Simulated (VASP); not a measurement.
# BN (series) (F-43m) in VASP: notebook, part 2 of 2

VASP 6.6.1. The steps go on from the part before.

## Step 3: Single point, PBE

File INCAR:

```
ALGO = Normal
EDIFF = 1E-6
ENCUT = 600
GGA = PE
GGA_COMPAT = False
ISIF = 2
ISMEAR = 0
LASPH = True
LCHARG = True
LELF = True
LREAL = False
LVHAR = True
LWAVE = False
NBANDS = 11
NELM = 120
PREC = Accurate
SIGMA = 0.02
```

File KPOINTS:

```
k-points
0
Gamma
  6 6 6
```

File POSCAR:

```
BN
1.0
    0.0000000000      1.8075000000      1.8075000000
    1.8075000000      0.0000000000      1.8075000000
    1.8075000000      1.8075000000      0.0000000000
B N
1 1
Direct
    0.0000000000      0.0000000000      0.0000000000
    0.2500000000      0.2500000000      0.2500000000
```

Potentials or basis: VASP PAW PBE potentials, release 64 (B, N).

Command:

```sh
$ cat potpaw_PBE.64/B/POTCAR potpaw_PBE.64/N/POTCAR > POTCAR
$ mpirun -np 1 vasp_std > vasp.out
```

OUTCAR:

```text
EDIFF = 1E-6
   ENCUT = 600
   GGA = PE
   ISIF = 2
   ISMEAR = 0
   LASPH = True
   LREAL = False
   NELM = 120
   PREC = Accurate

 ion  position               nearest neighbor table
   1  0.000  0.000  0.000-   2 1.57   2 1.57   2 1.57   2 1.57
   2  0.250  0.250  0.250-   1 1.57   1 1.57   1 1.57   1 1.57

  LATTYP: Found a face centered cubic cell.
 ALAT       =     3.6150000000

  Lattice vectors:

 A1 = (   0.0000000000,   1.8075000000,   1.8075000000)
 A2 = (   1.8075000000,   0.0000000000,   1.8075000000)
 A3 = (   1.8075000000,   1.8075000000,   0.0000000000)

Analysis of symmetry for initial positions (statically):
=====================================================================
 Subroutine PRICEL returns:
 Original cell was already a primitive cell.

 Routine SETGRP: Setting up the symmetry group for a
 face centered cubic supercell.

 Subroutine GETGRP returns: Found 24 space group operations
 (whereof 24 operations were pure point group operations)
 out of a pool of 48 trial point group operations.

The static configuration has the point symmetry T_d .

Analysis of symmetry for dynamics (positions and initial velocities):
=====================================================================
 Subroutine PRICEL returns:
 Original cell was already a primitive cell.

 Routine SETGRP: Setting up the symmetry group for a
 face centered cubic supercell.

 Subroutine GETGRP returns: Found 24 space group operations
 (whereof 24 operations were pure point group operations)
 out of a pool of 48 trial point group operations.

The dynamic configuration has the point symmetry T_d .

 Subroutine INISYM returns: Found 24 space group operations
 (whereof 24 operations are pure point group operations),
 and found     1 'primitive' translations

----------------------------------------------------------------------------------------

                                     Primitive cell

  volume of cell :      11.8104

  direct lattice vectors                    reciprocal lattice vectors
     0.000000000  1.807500000  1.807500000    -0.276625173  0.276625173  0.276625173
     1.807500000  0.000000000  1.807500000     0.276625173 -0.276625173  0.276625173
     1.807500000  1.807500000  0.000000000     0.276625173  0.276625173 -0.276625173

  length of vectors
     2.556191014  2.556191014  2.556191014     0.479128854  0.479128854  0.479128854

  position of ions in fractional coordinates (direct lattice)
     0.000000000  0.000000000  0.000000000
     0.250000000  0.250000000  0.250000000

  ion indices of the primitive-cell ions
   primitive index   ion index
                 1           1
                 2           2

----------------------------------------------------------------------------------------

 KPOINTS: k-points

Automatic generation of k-mesh.
 Grid dimensions read from file:
 generate k-points for:    6    6    6

 Generating k-lattice:

  Cartesian coordinates                     Fractional coordinates (reciprocal lattice)
    -0.046104195  0.046104195  0.046104195     0.166666667  0.000000000  0.000000000
     0.046104195 -0.046104195  0.046104195     0.000000000  0.166666667  0.000000000
     0.046104195  0.046104195 -0.046104195     0.000000000  0.000000000  0.166666667

  Length of vectors
     0.079854809  0.079854809  0.079854809

  Shift w.r.t. Gamma in fractional coordinates (k-lattice)
     0.000000000  0.000000000  0.000000000

 Subroutine IBZKPT returns following result:
 ===========================================

 Found     16 irreducible k-points:

 Following reciprocal coordinates:
            Coordinates               Weight
  0.000000  0.000000  0.000000      1.000000
  0.166667  0.000000  0.000000      8.000000
  0.333333  0.000000  0.000000      8.000000
  0.500000  0.000000  0.000000      4.000000
  0.166667  0.166667  0.000000      6.000000
  0.333333  0.166667  0.000000     24.000000
[... 8 lines left out ...]
 -0.333333  0.333333  0.166667     24.000000
 -0.333333  0.500000  0.166667     12.000000
   k-points           NKPTS =     16   k-points in BZ     NKDIM =     16   number of bands    NBANDS=     11
   number of dos      NEDOS =    301   number of ions     NIONS =      2
   total plane-waves  NPLWV =   8000
   dimension x,y,z NGX =    20 NGY =   20 NGZ =   20
   dimension x,y,z NGXF=    40 NGYF=   40 NGZF=   40
   ions per type =               1   1
   NGX,Y,Z   is equivalent  to a cutoff of  13.01, 13.01, 13.01 a.u.
   NGXF,Y,Z  is equivalent  to a cutoff of  26.01, 26.01, 26.01 a.u.
 SYSTEM =  unknown system
   PREC   = accura    normal or accurate (medium, high low for compatibility)
   ISTART =      0    job   : 0-new  1-cont  2-samecut
   ICHARG =      2    charge: 1-file 2-atom 10-const
   ISPIN  =      1    spin polarized calculation?
   LNONCOLLINEAR =      F non collinear calculations
   LSORBIT =      F    spin-orbit coupling
   LASPH  =      T    aspherical Exc in radial PAW
   ENCUT  =  600.0 eV  44.10 Ry    6.64 a.u.   5.11  5.11  5.11*2*pi/ulx,y,z
   NELM   =    120;   NELMIN=  2; NELMDL= -5     # of ELM steps
   EDIFF  = 0.1E-05   stopping-criterion for ELM
   LREAL  =      F    real-space projection
   EDIFFG = 0.1E-04   stopping-criterion for IOM
   NSW    =      0    number of steps for IOM
   IBRION =     -1    ionic relax: 0-MD 1-quasi-New 2-CG
   NFREE  =      0    steps in history (QN), initial steepest desc. (CG)
   ISIF   =      2    stress and relaxation
   ISYM   =      2    0-nonsym 1-usesym 2-fastsym
   POTIM  = 0.5000    time-step for ionic-motion
   TEBEG  =    0.0;   TEEND  =   0.0 temperature during run
   PSTRESS=    0.0 pullay stress
   NELECT =       8.0000    total number of electrons
   NUPDOWN=      -1.0000    fix difference up-down
   EMIN   =  10.00;   EMAX   =-10.00  energy-range for DOS
   EFERMI =   0.00;   METHOD = LEGACY
   ISMEAR =     0;   SIGMA  =   0.02  broadening in eV -4-tet -1-fermi 0-gaus
   EFERMI_NEDOS =   21; number of points for ismear=-14 and -15
   IALGO  =     38    algorithm
   IMIX   =      4    mixing-type and parameters
     AMIX     =   0.40;   BMIX     =  1.00
     AMIX_MAG =   1.60;   BMIX_MAG =  1.00
  volume/ion in A,a.u.               =       5.91        39.85
  Fermi-wavevector in a.u.,A,eV,Ry     =   1.437749  2.716952 28.124920  2.067123
  Thomas-Fermi vector in A             =   2.556793
   LORBIT       =      0    0 simple, 1 ext, 2 COOP (PROOUT), +10 PAW based schemes
   GGA     = PE    functional components
   LHFCALC =     F    Hartree Fock is set to
   AEXX    =    0.0000 exact exchange contribution
   IVDW    =     0    specifies the selected vdW correction
   LEPSILON=     F    determine dielectric tensor
   LRPA    =     F    only Hartree local field effects (RPA)
 non-spin polarized calculation
 Gauss-broadening in eV      SIGMA  =   0.02
  energy-cutoff  :      600.00
  volume of cell :       11.81
 maximum number of plane-waves:       411
   NGX = 11   NGY = 11   NGZ = 11

 number of electron       7.9999999 magnetization

 Free energy of the ion-electron system (eV)
  ---------------------------------------------------
  ext. energy  EPLUGINS =         0.00000000
  ---------------------------------------------------
  free energy    TOTEN  =       -17.44951433 eV

  energy without entropy =      -17.44951433  energy(sigma->0) =      -17.44951433

 E-fermi :   7.4905     XC(G=0): -12.8214

 val. band max:        7.4053871405   @ k =   0.0000   0.0000   0.0000
 cond. band min:      11.8629411491   @ k =   0.5000   0.5000   0.0000
 fundamental gap:      4.4575540086
 Fermi energy:         7.4904567705

 k-point     1 :       0.0000    0.0000    0.0000
  band No.  band energies     occupation
      1     -12.8265      2.00000
      2       7.4054      2.00000
      3       7.4054      2.00000
      4       7.4054      2.00000
      5      16.2229      0.00000
      6      16.2229      0.00000
      7      16.2229      0.00000
      8      17.7548      0.00000
      9      32.1557      0.00000
     10      35.1694      0.00000
     11      35.1694      0.00000
[... 197 lines left out ...]
 k-point    16 :      -0.3333    0.5000    0.1667
  band No.  band energies     occupation
      1      -7.0146      2.00000
      2      -0.7858      2.00000
      3       1.2114      2.00000
      4       1.2538      2.00000
      5      15.1754      0.00000
      6      19.4213      0.00000
      7      22.4869      0.00000
      8      24.1929      0.00000
      9      26.9772      0.00000
     10      33.2810      0.00000
     11      37.5961      0.00000

------------------------ aborting loop because EDIFF is reached ----------------------------------------

  FORCE on cell =-STRESS in cart. coord.  units (eV):
  Direction    XX          YY          ZZ          XY          YZ          ZX
  --------------------------------------------------------------------------------------
  -------------------------------------------------------------------------------------
  Total        0.2250794      0.2250794      0.2250794     -0.0000000     -0.0000000      0.0000000
  in kB       30.5338450     30.5338450     30.5338450     -0.0000000     -0.0000000      0.0000000
  external PRESSURE =      30.5338450 kB  Pullay stress =       0.0000000 kB

 VOLUME and BASIS-vectors are now :
 -----------------------------------------------------------------------------
  energy-cutoff  :      600.00
  volume of cell :       11.81
      direct lattice vectors                 reciprocal lattice vectors
     0.000000000  1.807500000  1.807500000    -0.276625173  0.276625173  0.276625173
     1.807500000  0.000000000  1.807500000     0.276625173 -0.276625173  0.276625173
     1.807500000  1.807500000  0.000000000     0.276625173  0.276625173 -0.276625173

 POSITION                                       TOTAL-FORCE (eV/Angst)
 -----------------------------------------------------------------------------------
      0.00000      0.00000      0.00000        -0.000000     -0.000000     -0.000000
      0.90375      0.90375      0.90375         0.000000      0.000000      0.000000
 -----------------------------------------------------------------------------------
    total drift:                                0.000000      0.000000      0.000000

  FREE ENERGIE OF THE ION-ELECTRON SYSTEM (eV)
  ---------------------------------------------------
  free  energy   TOTEN  =       -17.4495143309 eV

  energy  without entropy=      -17.4495143309  energy(sigma->0) =      -17.44951433
```

Wall time 5.5 s (1 thread of Intel Xeon 8259CL, shared host); peak memory 0.12 GiB.

What came out:

```yaml
Free_energy: -17.4495 eV
Pressure: 3.1 GPa
Band_gap_on_the_k_mesh: 4.46 eV, indirect (least direct gap 8.82 eV)
```

Levels at points of the mesh, in eV from the valence-band top:
```tsv
k point	band 1	band 2	band 3	band 4	band 5	band 6	band 7	band 8	band 9
(0.00, 0.00, 0.00)	-20.23	0.00	0.00	0.00	8.82	8.82	8.82	10.35	24.75
(0.50, 0.00, 0.00)	-16.01	-10.69	-1.94	-1.94	10.14	10.70	10.70	15.26	23.45
(0.50, 0.50, 0.00)	-14.65	-8.92	-4.90	-4.90	4.46	9.23	17.92	17.92	20.78
```

Caveat: the k points lie up to 0.50 Å⁻¹ apart. A k mesh can miss the band edges.

## Step 4: Single point, PBE

File INCAR:

```
ALGO = Normal
EDIFF = 1E-6
ENCUT = 600
GGA = PE
GGA_COMPAT = F
ISIF = 2
ISMEAR = 0
LASPH = T
LCHARG = T
LELF = T
LREAL = F
LVHAR = T
LWAVE = F
NBANDS = 11
NELM = 120
PREC = Accurate
SIGMA = 0.1
```

File KPOINTS:

```
k-points
0
Gamma
  8 8 8
```

POSCAR is that of step 3.

Command:

```sh
$ cat potpaw_PBE.64/B/POTCAR potpaw_PBE.64/N/POTCAR > POTCAR
$ mpirun -np 1 vasp_std > vasp.out
```

It took 7.9 s on 1 thread of Intel Xeon 8259CL, shared host; peak memory 0.12 GiB.

It converged, with:

```
Free energy            : -17.4532 eV
Pressure               : 3.0 GPa
Band gap on the k mesh : 4.46 eV, indirect (least direct gap 8.82 eV)
```

Levels at points of the mesh, in eV from the valence-band top:
```
           k point  band 2  band 3  band 4  band 5  band 6  band 7
(0.00, 0.00, 0.00)    0.00    0.00    0.00    8.82    8.82    8.82
(0.50, 0.00, 0.00)  -10.69   -1.94   -1.94   10.15   10.71   10.71
(0.50, 0.50, 0.00)   -8.92   -4.90   -4.90    4.46    9.23   17.92
```

## Step 5: Summary

```csv
k mesh,smearing,gap on the mesh (eV),pressure (GPa)
4 × 4 × 4,gaussian 0.02 eV,4.44,3.7
6 × 6 × 6,gaussian 0.02 eV,4.46,3.1
8 × 8 × 8,gaussian 0.1 eV,4.46,3.0
```

Alike in all rows: task single point; level PBE; potentials or basis VASP PAW PBE potentials, release 64 (B, N); no spin polarisation; cell as given; cutoff (eV) 600.

Caveats: some runs use coarse meshes.

Total energies depend on the potentials used, so only differences within one code and one set of settings carry meaning.
